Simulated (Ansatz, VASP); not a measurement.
## One calculation of Co4Si8H, two programs

```
Co Si H
1.0
     5.36029    0.00000    0.00000
     0.00000    5.36029    0.00000
     0.00000    0.00000    5.36029
Co Si H
4 8 1
Direct
  0.99606 0.99949 0.99998
  0.96735 0.49951 0.50005
  0.48645 0.99951 0.50000
  0.48643 0.49950 0.00004
  0.23564 0.25127 0.74818
  0.23558 0.74763 0.25183
  0.73571 0.23856 0.23910
  0.73569 0.76044 0.76099
  0.23532 0.25138 0.25188
  0.23539 0.74769 0.74817
  0.73540 0.23854 0.76104
  0.73540 0.76050 0.23908
  0.69307 0.49959 0.50037
```

Alike in both runs: functional PBE; k mesh 3 × 3 × 3; occupations methfessel-paxton of order 1, width 0.1 eV; no spin polarisation.

Ansatz relaxed the structure, and its values are those at the end. VASP's run is a single point on that final structure, the one shown.

|  | VASP | Ansatz |
| --- | --- | --- |
| version | VASP 6.6.1 | Ansatz 0.2.0 |
| potentials or method | VASP PAW PBE potentials, release 64 (Co, Si, H), cutoff 520 eV | plane-wave PAW DFT |
| valence electrons in the cell | 69 | 101 |

|  | VASP | Ansatz | Ansatz less VASP |
| --- | --- | --- | --- |
| rms of the force components (eV/Å) | 0.015 | 0.005 | -0.0102 |

With one functional, cell and mesh, what is left measures potentials, basis and numerics. VASP's potentials hold 69 valence electrons a cell and Ansatz's 101, so a difference there can come from the potentials and not from the codes.

The k mesh is coarse, so the values compare programs but aren't converged.
